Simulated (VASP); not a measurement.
# Ba16O (a cell with a defect) in VASP: single point with PBE+D3(BJ)

Aim: the single point of Ba16O (a cell with a defect) with PBE+D3(BJ).

Program: VASP 6.6.1. These are calculated values, not measurements. Logs are shortened: lines on timing, memory, paths and dates and some standing lists are left out, and cuts for length are marked.

## (1) The cell of the first run

The cell holds a defect, 17 atoms: a = 10.040 Å, b = 10.040 Å, c = 10.040 Å, α = 90.00°, β = 90.00°, γ = 90.00°.

## (2) Single point, PBE+D3(BJ)

The input, INCAR:

```
  ALGO = Normal
  EDIFF = 1E-7
  ENCUT = 520
  GGA = PE
  ISIF = 2
  ISMEAR = 0
  IVDW = 12
  LASPH = T
  LCHARG = T
  LELF = T
  LREAL = Auto
  LVHAR = T
  LWAVE = F
  NBANDS = 97
  NELM = 60
  PREC = Accurate
  SIGMA = 0.1
```

The input, KPOINTS:

```
k-points
0
Gamma
  2 2 2
```

The input, POSCAR:

```
Ba16O
1.0
   10.0400000000      0.0000000000      0.0000000000
    0.0000000000     10.0400000000      0.0000000000
    0.0000000000      0.0000000000     10.0400000000
Ba O
16 1
Direct
    0.0301681818     -0.0036799098      0.0000116834
    0.4694784397     -0.0036708044      0.0000116768
   -0.0113011815      0.4853426158      0.0000126997
    0.0044916570     -0.0036486260      0.5000121848
    0.2498275059      0.2646956460      0.2611619313
    0.5109712839      0.4853351441      0.0000125972
    0.4951810929     -0.0036405748      0.5000122119
    0.7498382246      0.2418084154      0.2572314770
   -0.0073761227      0.5082457742      0.5000119042
    0.2498439114      0.7537303805      0.2196632626
    0.2498274517      0.2646959666      0.7388623328
    0.5070445247      0.5082384705      0.5000119695
    0.7498315162      0.7536820922      0.2453551661
    0.7498382672      0.2418087458      0.7427928657
    0.2498439326      0.7537301862      0.7803625518
    0.7498315430      0.7536815910      0.7546689285
    0.2498435715      0.8750340863      0.0000113568
```

Potentials or basis: VASP PAW PBE potentials, release 64 (Ba_sv, O).

Started as:

```bash
$ cat potpaw_PBE.64/Ba_sv/POTCAR potpaw_PBE.64/O/POTCAR > POTCAR
$ mpirun -np 1 vasp_std > vasp.out
```

OUTCAR:

```text
EDIFF = 1E-7
   ENCUT = 520
   GGA = PE
   ISIF = 2
   ISMEAR = 0
   IVDW = 12
   LASPH = T
   LREAL = Auto
   NELM = 60
   PREC = Accurate
 IVDW          = 12

 ion  position               nearest neighbor table
   1  0.030  0.996  0.000-  17 2.52  15 3.96  10 3.96  11 4.36   5 4.36   2 4.41  16 4.46  13 4.46
                            14 4.55   8 4.55
   2  0.469  0.996  0.000-  17 2.52  15 3.96  10 3.96  11 4.36   5 4.36   1 4.41  16 4.46  13 4.46
                            14 4.55   8 4.55
   3  0.989  0.485  0.000-   8 4.29  14 4.29   5 4.32  11 4.32  15 4.36  10 4.36  13 4.37  16 4.37

   4  0.004  0.996  0.500-   8 4.31  14 4.31  13 4.36  16 4.36   5 4.37  11 4.37  10 4.46  15 4.46

   5  0.250  0.265  0.261-   9 4.29  12 4.29   3 4.32   6 4.32   2 4.36   1 4.36   4 4.37   7 4.37

   6  0.511  0.485  0.000-   8 4.29  14 4.29   5 4.32  11 4.32  15 4.36  10 4.36  13 4.37  16 4.37

   7  0.495  0.996  0.500-   8 4.31  14 4.31  13 4.36  16 4.36   5 4.37  11 4.37  10 4.46  15 4.46

   8  0.750  0.242  0.257-   6 4.29   3 4.29   7 4.31   4 4.31   9 4.36  12 4.36   1 4.55   2 4.55

   9  0.993  0.508  0.500-   5 4.29  11 4.29  16 4.31  13 4.31   8 4.36  14 4.36  10 4.55  15 4.55

  10  0.250  0.754  0.220-  17 2.52   2 3.96   1 3.96   6 4.36   3 4.36  15 4.41   7 4.46   4 4.46
                            12 4.55   9 4.55
  11  0.250  0.265  0.739-   9 4.29  12 4.29   3 4.32   6 4.32   2 4.36   1 4.36   4 4.37   7 4.37

  12  0.507  0.508  0.500-   5 4.29  11 4.29  16 4.31  13 4.31   8 4.36  14 4.36  10 4.55  15 4.55

  13  0.750  0.754  0.245-   9 4.31  12 4.31   7 4.36   4 4.36   3 4.37   6 4.37   1 4.46   2 4.46

  14  0.750  0.242  0.743-   6 4.29   3 4.29   7 4.31   4 4.31   9 4.36  12 4.36   1 4.55   2 4.55

  15  0.250  0.754  0.780-  17 2.52   2 3.96   1 3.96   6 4.36   3 4.36  10 4.41   7 4.46   4 4.46
                            12 4.55   9 4.55
  16  0.750  0.754  0.755-   9 4.31  12 4.31   7 4.36   4 4.36   3 4.37   6 4.37   1 4.46   2 4.46

  17  0.250  0.875  0.000-   2 2.52  15 2.52  10 2.52   1 2.52

  LATTYP: Found a simple cubic cell.
 ALAT       =    10.0400000000

  Lattice vectors:

 A1 = (  10.0400000000,   0.0000000000,   0.0000000000)
 A2 = (   0.0000000000,  10.0400000000,   0.0000000000)
 A3 = (   0.0000000000,   0.0000000000,  10.0400000000)

Analysis of symmetry for initial positions (statically):
=====================================================================
 Subroutine PRICEL returns:
 Original cell was already a primitive cell.

 Routine SETGRP: Setting up the symmetry group for a
 simple cubic supercell.

 Subroutine GETGRP returns: Found  2 space group operations
 (whereof  1 operations were pure point group operations)
 out of a pool of 48 trial point group operations.

The static configuration has the point symmetry C_1 .
 The point group associated with its full space group is C_1h.

Analysis of symmetry for dynamics (positions and initial velocities):
=====================================================================
 Subroutine PRICEL returns:
 Original cell was already a primitive cell.

 Routine SETGRP: Setting up the symmetry group for a
 simple cubic supercell.

 Subroutine GETGRP returns: Found  2 space group operations
 (whereof  1 operations were pure point group operations)
 out of a pool of 48 trial point group operations.

The dynamic configuration has the point symmetry C_1 .
 The point group associated with its full space group is C_1h.

 Subroutine INISYM returns: Found  2 space group operations
 (whereof  1 operations are pure point group operations),
 and found     1 'primitive' translations

----------------------------------------------------------------------------------------

                                     Primitive cell

  volume of cell :    1012.0481

  direct lattice vectors                    reciprocal lattice vectors
    10.040000000  0.000000000  0.000000000     0.099601594  0.000000000  0.000000000
     0.000000000 10.040000000  0.000000000     0.000000000  0.099601594  0.000000000
     0.000000000  0.000000000 10.040000000     0.000000000  0.000000000  0.099601594

  length of vectors
    10.040000000 10.040000000 10.040000000     0.099601594  0.099601594  0.099601594

  position of ions in fractional coordinates (direct lattice)
     0.030168182  0.996320090  0.000011683
     0.469478440  0.996329196  0.000011677
     0.988698818  0.485342616  0.000012700
     0.004491657  0.996351374  0.500012185
     0.249827506  0.264695646  0.261161931
     0.510971284  0.485335144  0.000012597
[... 9 lines left out ...]
     0.749831543  0.753681591  0.754668929
     0.249843572  0.875034086  0.000011357

  ion indices of the primitive-cell ions
   primitive index   ion index
                 1           1
                 2           2
                 3           3
                 4           4
                 5           5
                 6           6
[... 9 lines left out ...]
                16          16
                17          17

----------------------------------------------------------------------------------------

 KPOINTS: k-points

Automatic generation of k-mesh.
 Grid dimensions read from file:
 generate k-points for:    2    2    2

 Generating k-lattice:

  Cartesian coordinates                     Fractional coordinates (reciprocal lattice)
     0.049800797  0.000000000  0.000000000     0.500000000  0.000000000  0.000000000
     0.000000000  0.049800797  0.000000000     0.000000000  0.500000000  0.000000000
     0.000000000  0.000000000  0.049800797     0.000000000  0.000000000  0.500000000

  Length of vectors
     0.049800797  0.049800797  0.049800797

  Shift w.r.t. Gamma in fractional coordinates (k-lattice)
     0.000000000  0.000000000  0.000000000

 Subroutine IBZKPT returns following result:
 ===========================================

 Found      8 irreducible k-points:

 Following reciprocal coordinates:
            Coordinates               Weight
  0.000000  0.000000  0.000000      1.000000
  0.500000  0.000000  0.000000      1.000000
  0.000000  0.500000  0.000000      1.000000
  0.000000  0.000000  0.500000      1.000000
  0.500000  0.500000  0.000000      1.000000
  0.000000  0.500000  0.500000      1.000000
  0.500000  0.000000  0.500000      1.000000
  0.500000  0.500000  0.500000      1.000000
   k-points           NKPTS =      8   k-points in BZ     NKDIM =      8   number of bands    NBANDS=     97
   number of dos      NEDOS =    301   number of ions     NIONS =     17
   total plane-waves  NPLWV = 512000
   dimension x,y,z NGX =    80 NGY =   80 NGZ =   80
   dimension x,y,z NGXF=   160 NGYF=  160 NGZF=  160
   ions per type =              16   1
   NGX,Y,Z   is equivalent  to a cutoff of  13.25, 13.25, 13.25 a.u.
   NGXF,Y,Z  is equivalent  to a cutoff of  26.49, 26.49, 26.49 a.u.
 SYSTEM =  unknown system
   PREC   = accura    normal or accurate (medium, high low for compatibility)
   ISTART =      0    job   : 0-new  1-cont  2-samecut
   ICHARG =      2    charge: 1-file 2-atom 10-const
   ISPIN  =      1    spin polarized calculation?
   LNONCOLLINEAR =      F non collinear calculations
   LSORBIT =      F    spin-orbit coupling
   LASPH  =      T    aspherical Exc in radial PAW
   ENCUT  =  520.0 eV  38.22 Ry    6.18 a.u.  18.67 18.67 18.67*2*pi/ulx,y,z
   NELM   =     60;   NELMIN=  2; NELMDL= -5     # of ELM steps
   EDIFF  = 0.1E-06   stopping-criterion for ELM
   LREAL  =      T    real-space projection
   EDIFFG = 0.1E-05   stopping-criterion for IOM
   NSW    =      0    number of steps for IOM
   IBRION =     -1    ionic relax: 0-MD 1-quasi-New 2-CG
   NFREE  =      0    steps in history (QN), initial steepest desc. (CG)
   ISIF   =      2    stress and relaxation
   ISYM   =      2    0-nonsym 1-usesym 2-fastsym
   POTIM  = 0.5000    time-step for ionic-motion
   TEBEG  =    0.0;   TEEND  =   0.0 temperature during run
   PSTRESS=    0.0 pullay stress
   NELECT =     166.0000    total number of electrons
   NUPDOWN=      -1.0000    fix difference up-down
   EMIN   =  10.00;   EMAX   =-10.00  energy-range for DOS
   EFERMI =   0.00;   METHOD = LEGACY
   ISMEAR =     0;   SIGMA  =   0.10  broadening in eV -4-tet -1-fermi 0-gaus
   EFERMI_NEDOS =   21; number of points for ismear=-14 and -15
   IALGO  =     38    algorithm
   IMIX   =      4    mixing-type and parameters
     AMIX     =   0.40;   BMIX     =  1.00
     AMIX_MAG =   1.60;   BMIX_MAG =  1.00
  volume/ion in A,a.u.               =      59.53       401.74
  Fermi-wavevector in a.u.,A,eV,Ry     =   0.896143  1.693464 10.926453  0.803072
  Thomas-Fermi vector in A             =   2.018564
   LORBIT       =      0    0 simple, 1 ext, 2 COOP (PROOUT), +10 PAW based schemes
   GGA     = PE    functional components
   LHFCALC =     F    Hartree Fock is set to
   AEXX    =    0.0000 exact exchange contribution
   IVDW    =    12    specifies the selected vdW correction
   LEPSILON=     F    determine dielectric tensor
   LRPA    =     F    only Hartree local field effects (RPA)
 non-spin polarized calculation
 Gauss-broadening in eV      SIGMA  =   0.10
  energy-cutoff  :      520.00
  volume of cell :     1012.05
 maximum number of plane-waves:     27278
 NGX is ok and might be reduce to    80
   NGX = 37   NGY = 37   NGZ = 37

 number of electron     165.9999998 magnetization

 Free energy of the ion-electron system (eV)
  ---------------------------------------------------
  ext. energy  EPLUGINS =         0.00000000
  ---------------------------------------------------
  free energy    TOTEN  =       -40.22751175 eV

  energy without entropy =      -40.17214789  energy(sigma->0) =      -40.19982982

 E-fermi :   1.6968     XC(G=0):  -7.4190

 val. band max:        1.6602788582   @ k =   0.5000   0.0000   0.0000
 cond. band min:       1.7331052152   @ k =   0.5000   0.0000   0.0000
 fundamental gap:      0.0728263569
 Fermi energy:         1.6967766814

 k-point     1 :       0.0000    0.0000    0.0000
  band No.  band energies     occupation
      1     -27.2432      2.00000
      2     -27.2161      2.00000
      3     -27.2144      2.00000
      4     -27.2144      2.00000
      5     -27.2134      2.00000
      6     -27.2111      2.00000
[... 773 lines left out ...]
     94       2.2174      0.00000
     95       2.2326      0.00000
 [bands above 95 left out]

------------------------ aborting loop because EDIFF is reached ----------------------------------------

 Edisp (eV)   -3.26613

 E8    (eV) :    -1.8658

  FORCE on cell =-STRESS in cart. coord.  units (eV):
  Direction    XX          YY          ZZ          XY          YZ          ZX
  --------------------------------------------------------------------------------------
  -------------------------------------------------------------------------------------
  Total      -1.18335    -0.52900    -1.18569     0.00007     0.00000     0.00000
  in kB      -1.87337    -0.83746    -1.87706     0.00011     0.00000     0.00000
  external pressure =       -1.53 kB  Pullay stress =        0.00 kB

 VOLUME and BASIS-vectors are now :
 -----------------------------------------------------------------------------
  energy-cutoff  :      520.00
  volume of cell :     1012.05
      direct lattice vectors                 reciprocal lattice vectors
    10.040000000  0.000000000  0.000000000     0.099601594  0.000000000  0.000000000
     0.000000000 10.040000000  0.000000000     0.000000000  0.099601594  0.000000000
     0.000000000  0.000000000 10.040000000     0.000000000  0.000000000  0.099601594

 POSITION                                       TOTAL-FORCE (eV/Angst)
 -----------------------------------------------------------------------------------
      0.30289     10.00305      0.00012        -0.178237      0.105232      0.000000
      4.71356     10.00315      0.00012         0.180378      0.105835      0.000000
      9.92654      4.87284      0.00013         0.001574     -0.000225      0.000000
      0.04510     10.00337      5.02012         0.000169     -0.004868      0.000000
      2.50827      2.65754      2.62207         0.000322      0.000121     -0.001358
      5.13015      4.87276      0.00013        -0.000983     -0.000313      0.000000
[... 9 lines left out ...]
      7.52831      7.56696      7.57688         0.000603      0.004772     -0.000258
      2.50843      8.78534      0.00011        -0.008604      0.001619      0.000000
 -----------------------------------------------------------------------------------
    total drift:                               -0.007227      0.001678     -0.082580

  FREE ENERGIE OF THE ION-ELECTRON SYSTEM (eV)
  ---------------------------------------------------
  free  energy   TOTEN  =       -43.4936406487 eV

  energy  without entropy=      -43.4382767861  energy(sigma->0) =      -43.46595872
```

It took 18 min on 1 thread of Intel Xeon Platinum 8559C (Emerald Rapids), shared host; peak memory 1.2 GiB.

Results:

| Item | Value |
| --- | --- |
| Free energy | -43.4936 eV |
| Pressure | -0.2 GPa |
| Largest force | 0.209 eV/Å |
| Band gap on the k mesh | zero (bands 83 and 84 overlap by 0.41 eV) |
| Dispersion energy per atom | -0.192 eV |

Forces on the atoms (eV/Å):
```
Ba  -0.178  0.105  0.000
Ba   0.180  0.106  0.000
Ba   0.002  0.000  0.000
Ba   0.000 -0.005  0.000
Ba   0.000  0.000 -0.001
Ba  -0.001  0.000  0.000
Ba   0.001 -0.005  0.000
Ba   0.001 -0.005 -0.002
Ba   0.002  0.004  0.000
Ba   0.001 -0.106  0.179
Ba   0.000  0.000  0.001
Ba  -0.002  0.004  0.000
Ba   0.001  0.005  0.000
Ba   0.001 -0.005  0.002
Ba   0.001 -0.106 -0.179
Ba   0.001  0.005  0.000
O   -0.009  0.002  0.000
```

Levels at points of the mesh, in eV from the Fermi level:
| k point | band 81 | band 82 | band 83 | band 84 | band 85 | band 86 |
| --- | --- | --- | --- | --- | --- | --- |
| (0.00, 0.00, 0.00) | -0.65 | -0.34 | -0.32 | 0.43 | 0.45 | 0.47 |
| (0.50, 0.00, 0.00) | -0.30 | -0.29 | -0.26 | -0.19 | -0.04 | 0.04 |
| (0.00, 0.50, 0.00) | -0.29 | -0.25 | -0.14 | -0.14 | -0.04 | 0.11 |
| (0.00, 0.00, 0.50) | -0.30 | -0.29 | -0.26 | -0.19 | -0.04 | 0.04 |
| (0.50, 0.50, 0.00) | -0.26 | -0.24 | -0.21 | 0.10 | 0.13 | 0.20 |
| (0.00, 0.50, 0.50) | -0.26 | -0.24 | -0.21 | 0.09 | 0.13 | 0.20 |
| (0.50, 0.00, 0.50) | -0.24 | -0.17 | -0.17 | -0.09 | 0.11 | 0.17 |
| (0.50, 0.50, 0.50) | 0.22 | 0.22 | 0.23 | 0.23 | 0.27 | 0.28 |

Caveat: spin-orbit coupling is left out, which moves the levels of the heavy elements.

The gap in the log of VASP goes by the Fermi energy; the results here count the filled bands.